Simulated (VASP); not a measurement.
LiS3:

```xyz
4
Lattice="4.6134 0.0000 0.0000 0.0000 4.6134 0.0000 0.0000 0.0000 4.6134" Properties=species:S:1:pos:R:3 pbc="T T T"
Li    0.0000    0.0000    0.0000
S     2.3067    0.0000    0.0000
S     0.0000    2.3067    0.0000
S     0.0000    0.0000    2.3067
```

```yaml
Program: VASP 6.6.1
Task: relaxation of cell and atoms
Functional: PBE
Potentials_or_basis: VASP PAW PBE potentials, release 64 (Li_sv, S)
Cutoff: 600 eV
k_mesh: 4 × 4 × 4
Occupations: gaussian, width 0.1 eV
Spin: no spin polarisation
```

At the start: pressure -3.6 GPa; volume 24.55 Å³/atom.

Task: How do energy, volume and symmetry change on relaxing?

Result: Over 3 steps the energy falls by 41.7 meV/atom and the volume is 21.43 Å³/atom (-12.7 %); space group Pm-3m (No. 221, to 0.05 Å).

The path:
| step | energy change (eV) | largest force (eV/Å) | pressure (GPa) | volume (Å³) |
| --- | --- | --- | --- | --- |
| 1 | 0.0000 | 0.0000 | -3.62 | 98.19 |
| 2 | -0.1345 | 0.0000 | -1.86 | 90.52 |
| 3 | -0.1668 | 0.0000 | -0.22 | 85.71 |

Final structure:
```
Li S
1.0
     4.40901    0.00000    0.00000
     0.00000    4.40901    0.00000
     0.00000    0.00000    4.40901
Li S
1 3
Direct
  0.00000 0.00000 0.00000
  0.50000 0.00000 0.00000
  0.00000 0.50000 0.00000
  0.00000 0.00000 0.50000
```

Caveat: the cutoff is under 1.25 times the usual one of these potentials, so pressure, stress and relaxed cells hold a basis-set (Pulay) error.
